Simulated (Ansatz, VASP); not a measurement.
# Zn3O: VASP beside Ansatz

INCAR

```
ALGO = Normal
EDIFF = 1E-7
EDIFFG = -0.04
ENCUT = 600
GGA = PE
IBRION = 2
ISIF = 3
ISMEAR = 0
LASPH = True
LCHARG = False
LREAL = False
LWAVE = False
NELM = 80
NSW = 90
PREC = Accurate
SIGMA = 0.1
```

File KPOINTS:

```
k-points
0
Gamma
  6 6 6
```

POSCAR

```
Zn3O
1.0
   -1.7751224934      1.7751224934      3.9652086866
    1.7751224934     -1.7751224934      3.9652086866
    1.7751224934      1.7751224934     -3.9652086866
Zn O
3 1
Direct
    0.5000000000      0.5000000000      0.0000000000
    0.2500000000      0.7500000000      0.5000000000
    0.7500000000      0.2500000000      0.5000000000
    0.0000000000      0.0000000000      0.0000000000
```

Input for Ansatz:

```yaml
crystal:
  lattice:
    - [-1.7751224934, 1.7751224934, 3.9652086866]
    - [1.7751224934, -1.7751224934, 3.9652086866]
    - [1.7751224934, 1.7751224934, -3.9652086866]
  atoms:
    - { symbol: Zn, position: [0.5, 0.5, 0.0] }
    - { symbol: Zn, position: [0.25, 0.75, 0.5] }
    - { symbol: Zn, position: [0.75, 0.25, 0.5] }
    - { symbol: O, position: [0.0, 0.0, 0.0] }
basis:
  ecutwfc: 420
kpoints:
  mp_grid: { grid: [6, 6, 6] }
hamiltonian:
  xc: pbe
scf:
  occupations: { method: gaussian, width: 0.1 }
  lower_state_search: "off"
output:
  forces: true
  stress: true
  eigenvalues: true
relax:
  adjacent_minimum: "off"
  f_tol: 0.04
  max_steps: 70
  cell: { stress_tol: 0.4 }
```

Alike in both runs: task relaxation of cell and atoms; functional PBE; k mesh 6 × 6 × 6; occupations gaussian, width 0.1 eV; no spin polarisation.

|  | VASP | Ansatz |
| --- | --- | --- |
| version | VASP 6.6.1 | Ansatz 0.2.0 |
| potentials or method | VASP PAW PBE potentials, release 64 (Zn, O), cutoff 600 eV | scalar-relativistic, plane waves, PAW |
| valence electrons in the cell | 42 | 42 |

Ansatz gave:

- gap on the k mesh at the Fermi level, each at its own relaxed structure (eV): none
- relaxed volume (Å³/atom): 13.90
- relaxed length of the cell vector where the two differ most in proportion (Å): 5.624

**Question.** What did VASP give for the same quantities?

**Answer.** gap on the k mesh at the Fermi level, each at its own relaxed structure (eV): none; relaxed volume (Å³/atom): 13.66; relaxed length of the cell vector where the two differ most in proportion (Å): 5.489.

A gap of «none» marks a metal or a gap that the smearing closes.

The k mesh is coarse, so the values compare programs but aren't converged.
